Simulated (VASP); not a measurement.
**Be: single point with BLYP**

The system is Be.

```
CELL_PARAMETERS angstrom
0.00000 1.58008 1.58008
1.58008 0.00000 1.58008
1.58008 1.58008 0.00000
ATOMIC_POSITIONS crystal
Be 0.00000 0.00000 0.00000
```

```json
{
  "Program": "VASP 6.6.1",
  "Task": "single point",
  "Functional": "BLYP",
  "Potentials or basis": "VASP PAW PBE potentials, release 64 (Be)",
  "Cutoff": "520 eV",
  "k mesh": "28 × 28 × 28",
  "Occupations": "fermi-dirac, width 0.1 eV",
  "Spin": "no spin polarisation"
}
```

| Item | Value |
| --- | --- |
| Pressure | 0.2 GPa |
| Band gap on the k mesh | zero (band 1 reaches 8.89 eV, above the bottom of band 2 at 7.65 eV) |

Levels at points of the mesh, in eV from the Fermi level:
```
           k point  band 1  band 2  band 3  band 4  band 5
(0.00, 0.00, 0.00)  -11.75   19.11   19.11   19.11   29.20
(0.50, 0.00, 0.00)   -5.22    0.06   16.22   16.22   26.41
(0.50, 0.50, 0.00)   -2.67    4.00    9.41    9.41   15.27
```

Run time: 38 s on 1 thread of AMD EPYC 7R13 Processor (Zen 3), on a shared host, peak memory 0.11 GiB.

Caveat: the PAW data sets were made with another functional, which shifts forces and pressure a little.
